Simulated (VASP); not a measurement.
Runs of VASP 6.6.1 on BP. The structure is that of space group F-43m (No. 216), or close to it. The cells are those of the table. 

```csv
cell,gap on the mesh (eV),pressure (GPa)
"a = 3.232, b = 3.232, c = 3.256 Å, angles 59.8, 59.8, 60.5°, 2 atoms",1.25,(a)
"a = 3.232, b = 3.232, c = 3.208 Å, angles 60.2, 60.2, 59.5°, 2 atoms",1.35,-2.9
"a = 3.280, b = 3.280, c = 3.256 Å, angles 60.2, 60.2, 59.5°, 2 atoms",1.41,-9.4
"a = 3.208, b = 3.208, c = 3.256 Å, angles 59.5, 59.5, 61.0°, 2 atoms",0.99,-2.9
"a = 3.256, b = 3.256, c = 3.304 Å, angles 59.5, 59.5, 61.0°, 2 atoms",(b),-9.4
```

Alike in all rows: task single point; level r2SCAN; potentials or basis VASP PAW PBE potentials, release 64 (B, P); no spin polarisation; k mesh 10 × 10 × 10; cutoff (eV) 520; smearing gaussian 0.05 eV.

Q: Fill in the values left out.

A: (a) -5.2; (b) 1.07.

Caveats: the PAW data sets were made with another functional, which shifts forces and pressure a little.

A k mesh can miss the band edges.
